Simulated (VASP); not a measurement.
A run of VASP 6.6.1 is set up as follows.

The input INCAR:

```
SYSTEM = Mg
PREC = Accurate
ENCUT = 600
EDIFF = 1E-6
ISMEAR = -1
SIGMA = 0.1
LREAL = .FALSE.
LASPH = .TRUE.
NELM = 60
ALGO = Normal
ISIF = 3
LWAVE = .FALSE.
LCHARG = .FALSE.
GGA = PS
IBRION = 2
NSW = 60
EDIFFG = -0.005
PSTRESS = 1000.0
```

Contents of KPOINTS:

```
Automatic mesh
0
G
  18 18 10
  0 0 0
```

Contents of POSCAR:

```
Mg
1.0
    2.5136312960      0.0000000000      0.0000000000
   -1.2568156480      2.1768685581      0.0000000000
    0.0000000000      0.0000000000      4.0720826995
Mg
2
Direct
    0.3333333333      0.6666666667      0.2500000000
    0.6666666667      0.3333333333      0.7500000000
```

Potentials or basis: VASP PAW PBE potentials, release 64 (Mg).

Run with:

```sh
$ cat potpaw_PBE.64/Mg/POTCAR > POTCAR
$ mpirun -np 1 vasp_std > vasp.out
```

(1) Estimate the band gap on the k mesh.

(2) What does it give for the relaxed cell?

(3) What does it give for the space group after relaxing (to 0.1 Å)?

## Answers

(1) zero (bands 2 and 3 overlap by 2.22 eV).

(2) a = 2.525 Å, b = 2.525 Å, c = 4.091 Å, α = 90.00°, β = 90.00°, γ = 120.00°.

(3) P6_3/mmc (No. 194).

Caveat: the cell is relaxed towards a set pressure, so the run minimises the enthalpy, not the energy.
